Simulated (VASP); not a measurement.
Crystal: LiH.

```
CELL_PARAMETERS angstrom
0.00000 2.03675 2.03675
2.03675 0.00000 2.03675
2.03675 2.03675 0.00000
ATOMIC_POSITIONS crystal
Li 0.00000 0.00000 0.00000
H 0.50000 0.50000 0.50000
```

- Program: VASP 6.6.1
- Task: relaxation of cell and atoms
- Functional: PBEsol
- Potentials or basis: VASP PAW PBE potentials, release 64 (Li_sv, H)
- Cutoff: 600 eV
- k mesh: 11 × 11 × 11
- Occupations: fermi-dirac, width 0.05 eV
- Spin: no spin polarisation

At the start: pressure -2.4 GPa; volume 8.45 Å³/atom.

Where does the relaxation end?

Over 3 steps the energy falls by 4.9 meV/atom and the volume is 7.83 Å³/atom (-7.3 %); space group Fm-3m (No. 225, to 0.05 Å).

The path:
| step | energy change (eV) | largest force (eV/Å) | pressure (GPa) | volume (Å³) |
| --- | --- | --- | --- | --- |
| 1 | 0.0000 | 0.0000 | -2.45 | 16.90 |
| 2 | -0.0042 | 0.0000 | -1.88 | 16.58 |
| 3 | -0.0097 | 0.0000 | 0.05 | 15.67 |

Final structure:
```
CELL_PARAMETERS angstrom
0.00000 1.98599 1.98599
1.98599 0.00000 1.98599
1.98599 1.98599 0.00000
ATOMIC_POSITIONS crystal
Li 0.00000 0.00000 0.00000
H 0.50000 0.50000 0.50000
```

Caveat: the cutoff is under 1.25 times the usual one of these potentials, so pressure, stress and relaxed cells hold a basis-set (Pulay) error; the PAW data sets were made with another functional, which shifts forces and pressure a little.
